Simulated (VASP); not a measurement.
# BAs (I-4m2) in VASP: further runs, part 2 of 2

VASP 6.6.1. The steps go on from the part before.

**5. Single point, r2SCAN (strain +0.0300 x Voigt [1, 0, 0, 0, 0, 0])**

POSCAR reads:

```
BAs
1.0
    0.0000000000      2.3885000000      2.3885000000
    2.4601550000      0.0000000000      2.3885000000
    2.4601550000      2.3885000000      0.0000000000
B As
1 1
Direct
    0.0000000000      0.0000000000      0.0000000000
    0.7500000000      0.7500000000      0.7500000000
```

INCAR.step1 reads:

```
PREC     = Accurate       # precision mode
ENCUT    = 520            # plane-wave cutoff, eV
ISMEAR   = 0              # smearing method
SIGMA    = 0.05           # smearing width, eV
LREAL    = False          # projectors in reciprocal space
LASPH    = True           # aspherical terms in the spheres
NELM     = 60             # most SCF steps
NBANDS   = 11             # bands
GGA      = PE             # functional
ALGO     = Normal         # electronic algorithm
EDIFF    = 1E-4           # SCF threshold, eV
LWAVE    = True           # write WAVECAR
LCHARG   = False          # write CHGCAR
```

INCAR.step2 reads:

```
PREC     = Accurate       # precision mode
ENCUT    = 520            # plane-wave cutoff, eV
EDIFF    = 1E-7           # SCF threshold, eV
ISMEAR   = 0              # smearing method
SIGMA    = 0.05           # smearing width, eV
LREAL    = False          # projectors in reciprocal space
LASPH    = True           # aspherical terms in the spheres
NELM     = 60             # most SCF steps
ALGO     = Normal         # electronic algorithm
ISIF     = 2              # what is computed and relaxed
LWAVE    = False          # write WAVECAR
LCHARG   = False          # write CHGCAR
METAGGA  = R2SCAN         # meta-GGA
LMIXTAU  = True         
NBANDS   = 11             # bands
ISTART   = 1
```

KPOINTS reads:

```
regular mesh
0
Gamma
  10 10 10
```

Potentials or basis: VASP PAW PBE potentials, release 64 (B, As).

Launch:

```
$ cat potpaw_PBE.64/B/POTCAR potpaw_PBE.64/As/POTCAR > POTCAR
$ cp INCAR.step1 INCAR
$ mpirun -np 1 vasp_std > vasp.out
$ cp INCAR.step2 INCAR
$ mpirun -np 1 vasp_std > vasp.out
```

OUTCAR:

```text
PREC = Accurate
   ENCUT = 520
   EDIFF = 1E-7
   ISMEAR = 0
   LREAL = False
   LASPH = True
   NELM = 60
   ISIF = 2
   METAGGA = R2SCAN
   ISTART = 1

 ion  position               nearest neighbor table
   1  0.000  0.000  0.000-   2 2.09   2 2.09   2 2.09   2 2.09
   2  0.750  0.750  0.750-   1 2.09   1 2.09   1 2.09   1 2.09

  LATTYP: Found a body centered tetragonal cell.
 ALAT       =     3.3778490937
 C/A-ratio  =     1.4566399692

  Lattice vectors:

 A1 = (   2.4601550000,   0.0000000000,   2.3885000000)
 A2 = (   2.4601550000,   0.0000000000,  -2.3885000000)
[... 515 lines left out ...]
      8      15.3976      0.00000
      9      18.4386      0.00000
     10      21.8377      0.00000
     11      22.3084      0.00000

 [... further k-points ...]
[... 5 lines left out ...]
  --------------------------------------------------------------------------------------
  -------------------------------------------------------------------------------------
  Total       -1.3402349     -0.1680997     -0.1680997      0.0000000      0.0000000      0.0000000
  in kB      -76.4977327     -9.5947676     -9.5947676      0.0000000      0.0000000      0.0000000
  external PRESSURE =     -31.8957560 kB  Pullay stress =       0.0000000 kB

 VOLUME and BASIS-vectors are now :
 -----------------------------------------------------------------------------
  energy-cutoff  :      520.00
  volume of cell :       28.07
      direct lattice vectors                 reciprocal lattice vectors
     0.000000000  2.388500000  2.388500000    -0.203239227  0.209336404  0.209336404
     2.460155000  0.000000000  2.388500000     0.203239227 -0.209336404  0.209336404
     2.460155000  2.388500000  0.000000000     0.203239227  0.209336404 -0.209336404

 POSITION                                       TOTAL-FORCE (eV/Angst)
 -----------------------------------------------------------------------------------
      0.00000      0.00000      0.00000        -0.000000      0.000000     -0.000000
      3.69023      3.58275      3.58275         0.000000      0.000000      0.000000
 -----------------------------------------------------------------------------------
    total drift:                                0.000000      0.000000      0.000000

  FREE ENERGIE OF THE ION-ELECTRON SYSTEM (eV)
  ---------------------------------------------------
  free  energy   TOTEN  =       -22.2383186486 eV

  energy  without entropy=      -22.2383186486  energy(sigma->0) =      -22.23831865
```

OSZICAR.step1:

```text
N       E                     dE             d eps       ncg     rms          rms(c)
DAV:   1     0.114988763089E+02    0.11499E+02   -0.38223E+03  2252   0.644E+02
DAV:   2    -0.112830941440E+02   -0.22782E+02   -0.21609E+02  3138   0.103E+02
DAV:   3    -0.119831861208E+02   -0.70009E+00   -0.69846E+00  2796   0.166E+01
DAV:   4    -0.119852046402E+02   -0.20185E-02   -0.20184E-02  2516   0.101E+00
DAV:   5    -0.119852078150E+02   -0.31747E-05   -0.31747E-05  2716   0.430E-02    0.472E+00
DAV:   6    -0.114612334518E+02    0.52397E+00   -0.14954E+00  2391   0.488E+00    0.230E+00
DAV:   7    -0.114088129956E+02    0.52420E-01   -0.17068E-01  2629   0.204E+00    0.961E-01
DAV:   8    -0.114024323100E+02    0.63807E-02   -0.19532E-02  2529   0.788E-01    0.954E-02
DAV:   9    -0.114027315467E+02   -0.29924E-03   -0.78119E-04  2577   0.158E-01    0.555E-02
DAV:  10    -0.114028884709E+02   -0.15692E-03   -0.19342E-04  2383   0.845E-02    0.119E-02
DAV:  11    -0.114028944955E+02   -0.60247E-05   -0.53750E-06  1137   0.157E-02
   1 F= -.11402894E+02 E0= -.11402894E+02  d E =-.415296E-20
```

Wall time 3.2 min (1 thread of Intel Xeon Platinum 8375C at 2.90GHz (Ice Lake), shared host); peak memory 0.18 GiB.

Results:

- Free energy: -22.2383 eV
- Pressure: -3.2 GPa
- Band gap on the k mesh: 1.17 eV, indirect (least direct gap 3.25 eV)

Levels at points of the mesh, in eV from the valence-band top:
```tsv
k point	band 1	band 2	band 3	band 4	band 5	band 6	band 7	band 8	band 9
(0.00, 0.00, 0.00)	-15.98	-0.31	0.00	0.00	3.25	3.25	3.45	4.64	10.12
(0.50, 0.00, 0.00)	-13.07	-9.12	-2.17	-1.80	2.64	4.86	5.04	9.42	13.27
(0.50, 0.50, 0.00)	-11.60	-8.91	-4.40	-4.35	1.43	1.49	11.52	11.95	13.55
(0.00, 0.50, 0.50)	-11.84	-9.15	-4.09	-4.09	1.78	1.88	11.74	11.74	13.29
```

Caveat: the cell differs from its parent crystal (strain +0.0300 x Voigt [1, 0, 0, 0, 0, 0]); the PAW data sets were made with another functional, which shifts forces and pressure a little. A k mesh can miss the band edges.

**6. The runs side by side**

```csv
cell,gap on the mesh (eV),pressure (GPa)
"a = 3.378, b = 3.361, c = 3.361 Å, angles 60.3, 59.8, 59.8°, 2 atoms",1.20,2.4
"a = 3.378, b = 3.395, c = 3.395 Å, angles 59.7, 60.2, 60.2°, 2 atoms",1.30,-0.6
"a = 3.378, b = 3.412, c = 3.412 Å, angles 59.3, 60.3, 60.3°, 2 atoms",1.23,-1.9
"a = 3.378, b = 3.429, c = 3.429 Å, angles 59.0, 60.5, 60.5°, 2 atoms",1.17,-3.2
```

Alike in all rows: task single point; level r2SCAN; potentials or basis VASP PAW PBE potentials, release 64 (B, As); no spin polarisation; k mesh 10 × 10 × 10; cutoff (eV) 520; smearing gaussian 0.05 eV.

Caveats: the PAW data sets were made with another functional, which shifts forces and pressure a little.

Total energies depend on the potentials used, so only differences within one code and one set of settings carry meaning.
